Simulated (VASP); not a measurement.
# Si16O (a cell with a defect) in VASP: further runs

Si16O (a cell with a defect) is run at these levels: PBE; tasks: single point.

All numbers are computed with VASP 6.6.1; they aren't measurements. Logs are shortened: lines on timing, memory, paths and dates and some standing lists are left out, and cuts for length are marked.

## Step 1: The cell of the first run

The cell holds a defect, 17 atoms: a = 7.679 Å, b = 7.679 Å, c = 7.679 Å, α = 60.00°, β = 60.00°, γ = 60.00°.

## Step 2: Single point, PBE, collinear spin, ferromagnetic start

The input, INCAR:

```
SYSTEM = Si16O
PREC = Accurate
ENCUT = 520
EDIFF = 1E-6
ISMEAR = -1
SIGMA = 0.02
LREAL = Auto
LASPH = .True.
NELM = 150
ALGO = Normal
ISIF = 2
LWAVE = .False.
LCHARG = .False.
ISPIN = 2
MAGMOM = 0 0 0 0 0 0 0 0 0 0 0 0 0 0 0 0 1
LORBIT = 11
GGA = PE
NBANDS = 53
```

The input, KPOINTS:

```
regular mesh
0
Gamma
  2 2 2
  0 0 0
```

The input, POSCAR:

```
Si16O
1.0
    0.0000000000      5.4300000000      5.4300000000
    5.4300000000      0.0000000000      5.4300000000
    5.4300000000      5.4300000000      0.0000000000
Si O
16 1
Direct
    0.0175785080      0.0015933457     -0.0033389802
    0.1367925406      0.1279183562      0.1266142240
   -0.0026369525      0.0024069093      0.5006976664
    0.1283493124      0.1241388930      0.6224900775
    0.0022467975      0.5013712924     -0.0007998006
    0.1231355909      0.6256047945      0.1234616693
   -0.0110407999      0.4982177014      0.4969234603
    0.1081258587      0.6282462827      0.6232198722
    0.5098479955      0.0402751699      0.0042772385
    0.6440330404      0.1523008540      0.1296072671
    0.5032274700     -0.0042968112      0.5010003325
    0.6224838544      0.1239891430      0.6292320745
    0.4885906093      0.5085809834     -0.0441305918
    0.6368435744      0.6691657276      0.1163995902
    0.4816931733      0.4953810728      0.4727426652
    0.6158937672      0.6206494728      0.5847879469
    0.5622783599      0.6901706124      0.9352671881
```

Potentials or basis: VASP PAW PBE potentials, release 64 (Si, O).

The run is started by

```console
$ cat potpaw_PBE.64/Si/POTCAR potpaw_PBE.64/O/POTCAR > POTCAR
$ mpirun -np 1 vasp_std > vasp.out
```

OUTCAR:

```text
SYSTEM = Si16O
   PREC = Accurate
   ENCUT = 520
   EDIFF = 1E-6
   ISMEAR = -1
   LREAL = Auto
   LASPH = .True.
   NELM = 150
   ISIF = 2
   ISPIN = 2
   LORBIT = 11
   GGA = PE

 ion  position               nearest neighbor table
   1  0.018  0.002  0.997-   4 2.35  10 2.35   2 2.35   6 2.36
   2  0.137  0.128  0.127-   5 2.34   3 2.35   1 2.35   9 2.36
   3  0.997  0.002  0.501-   2 2.35   4 2.35   8 2.35  12 2.35
   4  0.128  0.124  0.622-   7 2.35   3 2.35   1 2.35  11 2.35
   5  0.002  0.501  0.999-  14 2.32   6 2.32   2 2.34   8 2.36
   6  0.123  0.626  0.123-  13 2.32   5 2.32   7 2.34   1 2.36
   7  0.989  0.498  0.497-   6 2.34   4 2.35   8 2.35  16 2.36
   8  0.108  0.628  0.623-   3 2.35  15 2.35   7 2.35   5 2.36
   9  0.510  0.040  0.004-  14 2.33  10 2.33   2 2.36  12 2.38
  10  0.644  0.152  0.130-  13 2.32   9 2.33  11 2.35   1 2.35
  11  0.503  0.996  0.501-   4 2.35  10 2.35  12 2.36  16 2.38
  12  0.622  0.124  0.629-   3 2.35  15 2.35  11 2.36   9 2.38
  13  0.489  0.509  0.956-  17 1.66   6 2.32  10 2.32  16 2.33  14 2.94
  14  0.637  0.669  0.116-  17 1.66   5 2.32  15 2.32   9 2.33  13 2.94
  15  0.482  0.495  0.473-  14 2.32  16 2.33  12 2.35   8 2.35
  16  0.616  0.621  0.585-  13 2.33  15 2.33   7 2.36  11 2.38
  17  0.562  0.690  0.935-  14 1.66  13 1.66

  LATTYP: Found a face centered cubic cell.
 ALAT       =    10.8600000000

  Lattice vectors:

 A1 = (   0.0000000000,   5.4300000000,   5.4300000000)
 A2 = (   5.4300000000,   0.0000000000,   5.4300000000)
 A3 = (   5.4300000000,   5.4300000000,   0.0000000000)

Analysis of symmetry for initial positions (statically):
=====================================================================
 Subroutine PRICEL returns:
 Original cell was already a primitive cell.

 Routine SETGRP: Setting up the symmetry group for a
 face centered cubic supercell.

 Subroutine GETGRP returns: Found  1 space group operations
 (whereof  1 operations were pure point group operations)
 out of a pool of 48 trial point group operations.

The static configuration has the point symmetry C_1 .

Analysis of symmetry for dynamics (positions and initial velocities):
=====================================================================
 Subroutine PRICEL returns:
 Original cell was already a primitive cell.

 Routine SETGRP: Setting up the symmetry group for a
 face centered cubic supercell.

 Subroutine GETGRP returns: Found  1 space group operations
 (whereof  1 operations were pure point group operations)
 out of a pool of 48 trial point group operations.

The dynamic configuration has the point symmetry C_1 .

Analysis of structural, dynamic, and magnetic symmetry:
=====================================================================
 Subroutine PRICEL returns:
 Original cell was already a primitive cell.

[... 169 lines left out ...]

 E-fermi :   6.1275     XC(G=0):  -9.5327

 val. band max:        5.8797846399   @ k =   0.0000   0.0000   0.0000
 cond. band min:       6.3735175481   @ k =   0.0000   0.0000   0.0000
 fundamental gap:      0.4937329081
 Fermi energy:         6.1275267506

 spin component 1

 k-point     1 :       0.0000    0.0000    0.0000
  band No.  band energies     occupation
      1     -14.4404      1.00000
      2      -5.8119      1.00000
      3      -4.3839      1.00000
      4      -3.6900      1.00000
      5      -3.6669      1.00000
      6      -3.3249      1.00000
[... 389 lines left out ...]
     46      10.1987      0.00000
     47      10.4736      0.00000
 Fermi energy:         6.1275267506

 spin component 2

 k-point     1 :       0.0000    0.0000    0.0000
  band No.  band energies     occupation
      1     -14.4404      1.00000
      2      -5.8119      1.00000
      3      -4.3839      1.00000
      4      -3.6900      1.00000
      5      -3.6669      1.00000
      6      -3.3249      1.00000
[... 389 lines left out ...]
     46      10.1987      0.00000
     47      10.4736      0.00000
 [bands above 47 left out]

------------------------ aborting loop because EDIFF is reached ----------------------------------------

  FORCE on cell =-STRESS in cart. coord.  units (eV):
  Direction    XX          YY          ZZ          XY          YZ          ZX
  --------------------------------------------------------------------------------------
  -------------------------------------------------------------------------------------
  Total        9.0534840      8.4412581      8.4431813      2.2939210      3.0219475      2.2839093
  in kB       45.2998576     42.2365348     42.2461572     11.4778240     15.1205646     11.4277293
  external PRESSURE =      43.2608499 kB  Pullay stress =       0.0000000 kB

 VOLUME and BASIS-vectors are now :
 -----------------------------------------------------------------------------
  energy-cutoff  :      520.00
  volume of cell :      320.21
      direct lattice vectors                 reciprocal lattice vectors
     0.000000000  5.430000000  5.430000000    -0.092081031  0.092081031  0.092081031
     5.430000000  0.000000000  5.430000000     0.092081031 -0.092081031  0.092081031
     5.430000000  5.430000000  0.000000000     0.092081031  0.092081031 -0.092081031

 POSITION                                       TOTAL-FORCE (eV/Angst)
 -----------------------------------------------------------------------------------
      5.42052      5.50732      0.10410         0.000493      0.000138     -0.000932
      1.38211      1.43030      1.43738         0.000200     -0.000483      0.000713
      2.73186      8.13447      5.42875        -0.001035      0.000619      0.000541
      4.05420      4.07706      1.37101        -0.000272     -0.000359      0.000489
      8.14810      5.43786      2.73465         0.004055      0.000391     -0.002245
      4.06743      1.33902      4.06566        -0.002771      0.000544      0.000325
[... 9 lines left out ...]
      6.54553      6.51970      6.71443         0.002003      0.003297     -0.001709
      8.82613      8.13167      6.80080        -0.002929     -0.025343      0.025747
 -----------------------------------------------------------------------------------
    total drift:                               -0.000820      0.005231     -0.000804

  FREE ENERGIE OF THE ION-ELECTRON SYSTEM (eV)
  ---------------------------------------------------
  free  energy   TOTEN  =       -92.6957766284 eV

  energy  without entropy=      -92.6957760149  energy(sigma->0) =      -92.69577632

 total charge

# of ion       s       p       d       tot
------------------------------------------
    1        0.740   0.948   0.000   1.689
    2        0.739   0.954   0.000   1.693
    3        0.738   0.960   0.000   1.699
    4        0.738   0.960   0.000   1.699
    5        0.744   0.977   0.000   1.722
    6        0.744   0.977   0.000   1.722
[... 9 lines left out ...]
   16        0.749   0.956   0.000   1.705
   17        1.576   3.598   0.000   5.174
--------------------------------------------------
tot         13.462  18.890   0.000  32.352

 magnetization (x)

# of ion       s       p       d       tot
------------------------------------------
    1       -0.000  -0.000   0.000  -0.000
    2       -0.000  -0.000   0.000  -0.000
    3        0.000   0.000   0.000   0.000
    4        0.000   0.000   0.000   0.000
    5        0.000  -0.000   0.000  -0.000
    6       -0.000  -0.000   0.000  -0.000
[... 9 lines left out ...]
   16        0.000   0.000   0.000   0.000
   17       -0.000  -0.000   0.000  -0.000
--------------------------------------------------
tot         -0.000  -0.000   0.000  -0.000
```

OSZICAR:

```text
N       E                     dE             d eps       ncg     rms          rms(c)
DAV:   1     0.193643044288E+03    0.19364E+03   -0.27080E+04  1696   0.109E+03
DAV:   2    -0.756383802254E+02   -0.26928E+03   -0.25339E+03  2095   0.175E+02
DAV:   3    -0.951655544845E+02   -0.19527E+02   -0.19262E+02  2158   0.442E+01
DAV:   4    -0.955226240081E+02   -0.35707E+00   -0.35602E+00  2160   0.720E+00
DAV:   5    -0.955297344322E+02   -0.71104E-02   -0.71067E-02  2137   0.971E-01    0.177E+01
DAV:   6    -0.929206220693E+02    0.26091E+01   -0.78046E+00  2392   0.136E+01    0.101E+01
DAV:   7    -0.927890767617E+02    0.13155E+00   -0.32368E+00  1931   0.565E+00    0.476E+00
DAV:   8    -0.926974194387E+02    0.91657E-01   -0.68170E-01  2352   0.388E+00    0.224E+00
DAV:   9    -0.926954721353E+02    0.19473E-02   -0.15498E-01  1939   0.158E+00    0.825E-01
DAV:  10    -0.926920011691E+02    0.34710E-02   -0.91291E-02  2096   0.119E+00    0.326E-01
DAV:  11    -0.926952384593E+02   -0.32373E-02   -0.15616E-02  1968   0.432E-01    0.266E-01
DAV:  12    -0.926956312911E+02   -0.39283E-03   -0.13434E-03  2208   0.164E-01    0.131E-01
DAV:  13    -0.926957378066E+02   -0.10652E-03   -0.11792E-03  2048   0.129E-01    0.432E-02
DAV:  14    -0.926957714465E+02   -0.33640E-04   -0.77449E-05  2088   0.363E-02    0.169E-02
DAV:  15    -0.926957739140E+02   -0.24674E-05   -0.62773E-06  2192   0.126E-02    0.697E-03
DAV:  16    -0.926957759553E+02   -0.20414E-05   -0.40747E-06  1944   0.702E-03    0.309E-03
DAV:  17    -0.926957766284E+02   -0.67303E-06   -0.85497E-07  1416   0.493E-03
   1 F= -.92695777E+02 E0= -.92695776E+02  d E =-.613477E-06  mag=     0.0000
```

stdout:

```text
POSCAR found type information on POSCAR SiO
 POSCAR found :  2 types and      17 ions
 scaLAPACK will be used
 LDA part: xc-table for (Slater+PW92), standard interpolation
 POSCAR, INCAR and KPOINTS ok, starting setup
 FFT: planning ... GRIDC
 FFT: planning ... GRID_SOFT
 FFT: planning ... GRID
 WAVECAR not read
 entering main loop
```

Wall time 12 min (1 thread of Oxide Virtual Turin-like, shared host); peak memory 0.68 GiB.

Results:

```yaml
Free_energy: -92.6958 eV
Pressure: 4.3 GPa
Largest_force: 0.064 eV/Å
Band_gap_on_the_k_mesh: 0.49 eV
Net_moment: 0.00 μB per cell
Valence_electrons_inside_the_program's_atomic_spheres: Si 1.69, 1.70, 1.72, 1.71, 1.68; O 5.17
```

Forces in eV/Å, atoms in the order of the input:
```
Si   0.000  0.000 -0.001
Si   0.000  0.000  0.001
Si  -0.001  0.001  0.001
Si   0.000  0.000  0.000
Si   0.004  0.000 -0.002
Si  -0.003  0.001  0.000
Si  -0.001  0.000  0.001
Si   0.000 -0.002  0.001
Si  -0.004  0.001 -0.004
Si  -0.001 -0.006 -0.002
Si   0.001  0.000  0.001
Si   0.000  0.001 -0.001
Si  -0.035 -0.022 -0.047
Si   0.036  0.047  0.023
Si   0.002  0.003  0.005
Si   0.002  0.003 -0.002
O   -0.003 -0.025  0.026
```

Stress tensor (GPa, compression positive):
```
4.53 1.15 1.14
1.15 4.22 1.51
1.14 1.51 4.22
```

Caveat: the k points lie up to 0.50 Å⁻¹ apart.

[end of part 1 of 2]
